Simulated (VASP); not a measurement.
SrCd: single point with PBE

The system is SrCd, a sheet with vacuum.

```
CELL_PARAMETERS angstrom
3.92966 0.00000 0.00000
0.00000 3.92966 0.00000
0.00000 0.00000 27.83563
ATOMIC_POSITIONS crystal
Sr 0.50000 0.50000 0.34192
Cd 0.00000 0.00000 0.26881
```

- Program: VASP 6.6.1
- Task: single point
- Functional: PBE
- Potentials or basis: VASP PAW PBE potentials, release 64 (Sr_sv, Cd)
- Cutoff: 520 eV
- k mesh: 14 × 14 × 1
- Occupations: gaussian, width 0.1 eV
- Spin: no spin polarisation

- Largest force: 0.003 eV/Å
- Band gap on the k mesh: zero (filled and empty bands touch)

Forces in eV/Å, atoms in the order of the input:
```
Sr   0.000  0.000  0.003
Cd   0.000  0.000 -0.003
```

Levels at points of the mesh, in eV from the Fermi level:
```csv
k point,band 9,band 10,band 11,band 12,band 13,band 14
"(0.00, 0.00, 0.00)",-8.67,-4.92,-1.65,0.42,0.85,2.31
"(0.50, 0.00, 0.00)",-8.66,-3.16,-1.38,0.38,1.05,1.66
"(0.50, 0.50, 0.00)",-8.57,-2.17,0.03,0.03,1.09,2.27
```

Wall time 3.6 min on 1 thread of Intel(R) Xeon(R) 6975P-C (Granite Rapids) (shared host), peak memory 0.66 GiB.
